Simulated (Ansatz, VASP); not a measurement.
**Ta4O in VASP and in Ansatz**

```
Ta O
1.0
     4.29435    0.00000    0.00000
     0.00000    4.29435    0.00000
     0.00000    0.00000    4.29435
Ta O
4 1
Direct
  0.00000 0.00000 0.00000
  0.50000 0.50000 0.00000
  0.50000 0.00000 0.50000
  0.00000 0.50000 0.50000
  0.50000 0.50000 0.50000
```

Change from the starting cell: species swapped into the Mn4N type (Pm-3m, No. 221).

Alike in both runs: functional PBE; k mesh 10 × 10 × 10; occupations gaussian, width 0.1 eV; no spin polarisation.

Ansatz relaxed the structure, and its values are those at the end. VASP's run is a single point on that final structure, the one shown.

```csv
,VASP,Ansatz
version,VASP 6.6.1,Ansatz 0.2.0
potentials or method,"VASP PAW PBE potentials, release 64 (Ta_pv, O), cutoff 520 eV","scalar-relativistic, plane waves, PAW"
valence electrons in the cell,50,58
```

```csv
,VASP,Ansatz,Ansatz less VASP
gap on the k mesh at the Fermi level (eV),none,none,-
pressure (GPa),0.3,0.0,-0.25
```

A gap of «none» marks a metal or a gap that the smearing closes. VASP's potentials hold 50 valence electrons a cell and Ansatz's 58, so a difference there can come from the potentials and not from the codes.

Neither program's run includes spin-orbit coupling.
